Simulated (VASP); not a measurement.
# Rh (P6/mmm) in VASP: further runs, part 2 of 2

VASP 6.6.1.

## (3) Single point, revPBE (15.26 Å³/atom)

This run uses another cell than the first one, of 15.26 Å³/atom.

File INCAR:

```
PREC = Accurate ; ENCUT = 520
EDIFF = 1E-6 ; ISMEAR = -1
SIGMA = 0.1 ; LREAL = False
LASPH = True ; NELM = 80
ALGO = Normal ; ISIF = 2
LWAVE = False ; LCHARG = True
GGA = RE ; LELF = True
LVHAR = True ; NBANDS = 30
```

File KPOINTS:

```
regular mesh
0
Gamma
  10 10 13
```

File POSCAR:

```
Rh
1.0
    4.4155457849      0.0000000000      0.0000000000
   -2.2077728925      3.8239748213      0.0000000000
    0.0000000000      0.0000000000      2.7105996779
Rh
3
Direct
    1.0000000000      0.0000000000      0.0000000000
    0.3333333333      0.6666666667      0.5000000000
    0.6666666667      0.3333333333      0.5000000000
```

Potentials or basis: VASP PAW PBE potentials, release 64 (Rh_pv).

Command:

```bash
cat potpaw_PBE.64/Rh_pv/POTCAR > POTCAR
mpirun -np 1 vasp_std > vasp.out
```

OUTCAR:

```text
PREC = Accurate
   ENCUT = 520
   EDIFF = 1E-6
   ISMEAR = -1
   LREAL = False
   LASPH = True
   NELM = 80
   ISIF = 2
   GGA = RE

 ion  position               nearest neighbor table
   1  0.000  0.000  0.000-   2 2.89   3 2.89   2 2.89   3 2.89   3 2.89   3 2.89   2 2.89   2 2.89
                             3 2.89   3 2.89   2 2.89   2 2.89
   2  0.333  0.667  0.500-   3 2.55   3 2.55   3 2.55   1 2.89   1 2.89   1 2.89   1 2.89   1 2.89
                             1 2.89
   3  0.667  0.333  0.500-   2 2.55   2 2.55   2 2.55   1 2.89   1 2.89   1 2.89   1 2.89   1 2.89
                             1 2.89

  LATTYP: Found a hexagonal cell.
 ALAT       =     4.4155457849
 C/A-ratio  =     0.6138764742

  Lattice vectors:

 A1 = (   4.4155457849,   0.0000000000,   0.0000000000)
 A2 = (  -2.2077728925,   3.8239748213,   0.0000000000)
 A3 = (   0.0000000000,   0.0000000000,   2.7105996779)

Analysis of symmetry for initial positions (statically):
=====================================================================
 Subroutine PRICEL returns:
 Original cell was already a primitive cell.

 Routine SETGRP: Setting up the symmetry group for a
 hexagonal supercell.

 Subroutine GETGRP returns: Found 24 space group operations
 (whereof 24 operations were pure point group operations)
 out of a pool of 24 trial point group operations.

The static configuration has the point symmetry D_6h.

Analysis of symmetry for dynamics (positions and initial velocities):
=====================================================================
 Subroutine PRICEL returns:
 Original cell was already a primitive cell.

 Routine SETGRP: Setting up the symmetry group for a
 hexagonal supercell.

 Subroutine GETGRP returns: Found 24 space group operations
 (whereof 24 operations were pure point group operations)
 out of a pool of 24 trial point group operations.

[... 112 lines left out ...]
   PSTRESS=    0.0 pullay stress
   NELECT =      45.0000    total number of electrons
   NUPDOWN=      -1.0000    fix difference up-down
   EMIN   =  10.00;   EMAX   =-10.00  energy-range for DOS
   EFERMI =   0.00;   METHOD = LEGACY
   ISMEAR =    -1;   SIGMA  =   0.10  broadening in eV -4-tet -1-fermi 0-gaus
   EFERMI_NEDOS =   21; number of points for ismear=-14 and -15
   IALGO  =     38    algorithm
   IMIX   =      4    mixing-type and parameters
     AMIX     =   0.40;   BMIX     =  1.00
     AMIX_MAG =   1.60;   BMIX_MAG =  1.00
  volume/ion in A,a.u.               =      15.26       102.95
  Fermi-wavevector in a.u.,A,eV,Ry     =   1.627886  3.076259 36.055627  2.650014
  Thomas-Fermi vector in A             =   2.720608
   LORBIT       =      0    0 simple, 1 ext, 2 COOP (PROOUT), +10 PAW based schemes
   GGA     = RE    functional components
   LHFCALC =     F    Hartree Fock is set to
   AEXX    =    0.0000 exact exchange contribution
   IVDW    =     0    specifies the selected vdW correction
   LEPSILON=     F    determine dielectric tensor
   LRPA    =     F    only Hartree local field effects (RPA)
 non-spin polarized calculation
  energy-cutoff  :      520.00
  volume of cell :       45.77
 maximum number of plane-waves:      1254
 NGX is ok and might be reduce to    36
   NGX = 17   NGY = 17   NGZ = 11

 number of electron      45.0000000 magnetization

 Free energy of the ion-electron system (eV)
  ---------------------------------------------------
  ext. energy  EPLUGINS =         0.00000000
  ---------------------------------------------------
  free energy    TOTEN  =       -19.65597524 eV

  energy without entropy =      -19.44618031  energy(sigma->0) =      -19.55107778

 E-fermi :  10.1966     XC(G=0): -13.2757

 val. band max:       10.1941617288   @ k =   0.3000   0.2000   0.0000
 cond. band min:      10.1972548286   @ k =   0.3000   0.1000   0.3846
 fundamental gap:      0.0030930997
 Fermi energy:        10.1966251398

 k-point     1 :       0.0000    0.0000    0.0000
  band No.  band energies     occupation
      1     -36.5594      2.00000
      2     -36.5594      2.00000
      3     -36.2348      2.00000
      4     -36.2348      2.00000
      5     -36.0679      2.00000
      6     -35.9722      2.00000
[... 781 lines left out ...]
     29      23.9073      0.00000
     30      25.2848      0.00000

 [... further k-points ...]
[... 5 lines left out ...]
  --------------------------------------------------------------------------------------
  -------------------------------------------------------------------------------------
  Total       -2.2537255     -2.2537255     -2.2841743      0.0000000     -0.0000000      0.0000000
  in kB      -78.8945150    -78.8945150    -79.9604126      0.0000000     -0.0000000      0.0000000
  external PRESSURE =     -79.2498142 kB  Pullay stress =       0.0000000 kB

 VOLUME and BASIS-vectors are now :
 -----------------------------------------------------------------------------
  energy-cutoff  :      520.00
  volume of cell :       45.77
      direct lattice vectors                 reciprocal lattice vectors
     4.415545785  0.000000000  0.000000000     0.226472570  0.130753999  0.000000000
    -2.207772892  3.823974821  0.000000000     0.000000000  0.261507998  0.000000000
     0.000000000  0.000000000  2.710599678     0.000000000  0.000000000  0.368922054

 POSITION                                       TOTAL-FORCE (eV/Angst)
 -----------------------------------------------------------------------------------
      0.00000      0.00000      0.00000        -0.000000      0.000000      0.000000
     -0.00000      2.54932      1.35530         0.000000      0.000000      0.000000
      2.20777      1.27466      1.35530        -0.000000      0.000000      0.000000
 -----------------------------------------------------------------------------------
    total drift:                                0.000000      0.000000     -0.000000

  FREE ENERGIE OF THE ION-ELECTRON SYSTEM (eV)
  ---------------------------------------------------
  free  energy   TOTEN  =       -19.6559752393 eV

  energy  without entropy=      -19.4461803138  energy(sigma->0) =      -19.55107778
```

OSZICAR:

```text
N       E                     dE             d eps       ncg     rms          rms(c)
DAV:   1     0.542918941210E+03    0.54292E+03   -0.27388E+04  5912   0.167E+03
DAV:   2    -0.606173695145E+01   -0.54898E+03   -0.53316E+03  6192   0.527E+02
DAV:   3    -0.207721908259E+02   -0.14710E+02   -0.14449E+02  6552   0.962E+01
DAV:   4    -0.208951980236E+02   -0.12301E+00   -0.12297E+00  6506   0.903E+00
DAV:   5    -0.208974265323E+02   -0.22285E-02   -0.22285E-02  6558   0.124E+00    0.137E+01
DAV:   6    -0.197110065108E+02    0.11864E+01   -0.39150E+00  6186   0.167E+01    0.530E+00
DAV:   7    -0.202097851200E+02   -0.49878E+00   -0.28583E+00  6384   0.154E+01    0.886E+00
DAV:   8    -0.196604117527E+02    0.54937E+00   -0.22980E+00  6360   0.844E+00    0.225E+00
DAV:   9    -0.196558525821E+02    0.45592E-02   -0.20062E-02  6270   0.128E+00    0.167E-01
DAV:  10    -0.196559675752E+02   -0.11499E-03   -0.34055E-04  7036   0.166E-01    0.534E-02
DAV:  11    -0.196559757487E+02   -0.81735E-05   -0.30364E-05  6408   0.451E-02    0.109E-02
DAV:  12    -0.196559752393E+02    0.50946E-06   -0.10473E-06  4272   0.921E-03
   1 F= -.19655975E+02 E0= -.19551078E+02  d E =-.209795E+00
```

stdout:

```text
POSCAR found type information on POSCAR Rh
 POSCAR found :  1 types and       3 ions
 scaLAPACK will be used
 -----------------------------------------------------------------------------
|                                                                             |
|                                                                             |
|     You enforced a specific xc type in the INCAR file but a different       |
|     I HOPE YOU KNOW WHAT YOU ARE DOING!                                     |
|                                                                             |
 -----------------------------------------------------------------------------

 LDA part: xc-table for (Slater+PW92), standard interpolation
 POSCAR, INCAR and KPOINTS ok, starting setup
 FFT: planning ... GRIDC
 FFT: planning ... GRID_SOFT
 FFT: planning ... GRID
 WAVECAR not read
 entering main loop
```

Wall time 2.4 min (1 thread of Intel Xeon 8259CL, shared host); peak memory 0.23 GiB.

Results:

```yaml
Free_energy: -19.6560 eV
Pressure: -7.9 GPa
Band_gap_on_the_k_mesh: zero (an odd number of electrons rules out a gap without spin polarisation)
```

Caveat: the cell stands under tension; the PAW data sets were made with another functional, which shifts forces and pressure a little.

## (4) Single point, revPBE (15.84 Å³/atom)

This run uses another cell than the first one, of 15.84 Å³/atom.

File INCAR:

```
PREC = Accurate
ENCUT = 520
EDIFF = 1E-6
ISMEAR = -1
SIGMA = 0.1
LREAL = False
LASPH = True
NELM = 100
ALGO = Normal
ISIF = 2
LWAVE = False
LCHARG = False
GGA = RE
NBANDS = 30
```

KPOINTS is that of step 3.

File POSCAR:

```
Rh
1.0
    4.4714447037      0.0000000000      0.0000000000
   -2.2357223519      3.8723847050      0.0000000000
    0.0000000000      0.0000000000      2.7449147090
Rh
3
Direct
    1.0000000000      0.0000000000      0.0000000000
    0.3333333333      0.6666666667      0.5000000000
    0.6666666667      0.3333333333      0.5000000000
```

Command:

```bash
cat potpaw_PBE.64/Rh_pv/POTCAR > POTCAR
mpirun -np 1 vasp_std > vasp.out
```

Wall time 2.4 min (1 thread of Intel Xeon 8259CL, shared host); peak memory 0.24 GiB.

It converged, with:

- Free energy: -19.5351 eV
- Pressure: -14.1 GPa
- Band gap on the k mesh: zero (an odd number of electrons rules out a gap without spin polarisation)

Stress tensor (GPa, compression positive):
```
-14.22   0.00   0.00
  0.00 -14.22   0.00
  0.00   0.00 -13.76
```

Levels at points of the mesh, in eV from the Fermi level:
| k point | band 20 | band 21 | band 22 | band 23 | band 24 | band 25 | band 26 | band 27 |
| --- | --- | --- | --- | --- | --- | --- | --- | --- |
| (0.00, 0.00, 0.00) | -1.35 | -1.35 | -1.28 | -1.28 | 0.61 | 0.61 | 7.68 | 7.68 |
| (0.50, 0.00, 0.00) | -1.12 | -0.19 | 0.04 | 0.08 | 0.09 | 0.38 | 0.66 | 1.29 |

Caveat: the cell stands under tension; the PAW data sets were made with another functional, which shifts forces and pressure a little.

## (5) Single point, revPBE (16.43 Å³/atom)

This run uses another cell than the first one, of 16.43 Å³/atom.

File INCAR:

```
SYSTEM = Rh
ALGO     = Normal         ! electronic algorithm
EDIFF    = 1E-7           ! SCF threshold, eV
ENCUT    = 520            ! plane-wave cutoff, eV
GGA      = RE             ! functional
ISIF     = 2              ! what is computed and relaxed
ISMEAR   = -1             ! smearing method
LASPH    = .True.         ! aspherical terms in the spheres
LCHARG   = .True.         ! write CHGCAR
LELF     = .True.         ! ELF
LREAL    = .False.        ! projectors in reciprocal space
LVHAR    = .True.       
LWAVE    = .False.        ! write WAVECAR
NBANDS   = 30             ! bands
NELM     = 100            ! most SCF steps
PREC     = Accurate       ! precision mode
SIGMA    = 0.1            ! smearing width, eV
```

File KPOINTS:

```
k-points
0
Gamma
  10 10 13
  0 0 0
```

File POSCAR:

```
Rh
1.0
    4.5259798919      0.0000000000      0.0000000000
   -2.2629899460      3.9196135634      0.0000000000
    0.0000000000      0.0000000000      2.7783925781
Rh
3
Direct
    1.0000000000      0.0000000000      0.0000000000
    0.3333333333      0.6666666667      0.5000000000
    0.6666666667      0.3333333333      0.5000000000
```

Command:

```bash
cat potpaw_PBE.64/Rh_pv/POTCAR > POTCAR
mpirun -np 1 vasp_std > vasp.out
```

It took 2.9 min on 1 thread of Intel Xeon 8259CL, shared host; peak memory 0.25 GiB.

Results (log left out):

| Quantity | Value |
| --- | --- |
| Free energy | -19.3548 eV |
| Pressure | -18.8 GPa |
| Band gap on the k mesh | zero (an odd number of electrons rules out a gap without spin polarisation) |

Stress tensor (GPa, compression positive):
```
-19.06   0.00   0.00
  0.00 -19.06   0.00
  0.00   0.00 -18.14
```

Levels at points of the mesh, in eV from the Fermi level:
```
           k point  band 19  band 20  band 21  band 22  band 23  band 24  band 25  band 26  band 27  band 28
(0.00, 0.00, 0.00)    -1.91    -1.28    -1.28    -1.21    -1.21     0.57     0.57     7.47     7.47     7.50
(0.50, 0.00, 0.00)    -1.10    -1.05    -0.18     0.04     0.07     0.08     0.37     0.62     1.33     7.62
```

Caveat: the cell stands under tension; the PAW data sets were made with another functional, which shifts forces and pressure a little.

## (6) The runs side by side

```tsv
cell	gap on the mesh (eV)	pressure (GPa)
a = 4.358, b = 4.358, c = 2.675 Å, angles 90.0, 90.0, 120.0°, 3 atoms	none	0.0
a = 4.416, b = 4.416, c = 2.711 Å, angles 90.0, 90.0, 120.0°, 3 atoms	none	-7.9
a = 4.471, b = 4.471, c = 2.745 Å, angles 90.0, 90.0, 120.0°, 3 atoms	none	-14.1
a = 4.526, b = 4.526, c = 2.778 Å, angles 90.0, 90.0, 120.0°, 3 atoms	none	-18.8
```

Alike in all rows: task single point; level revPBE; potentials or basis VASP PAW PBE potentials, release 64 (Rh_pv); no spin polarisation; k mesh 10 × 10 × 13; cutoff (eV) 520; smearing fermi-dirac 0.1 eV.

Caveats: the PAW data sets were made with another functional, which shifts forces and pressure a little; the cell stands under tension (at least some runs).

Absolute energies hang on the potentials; compare differences alone.
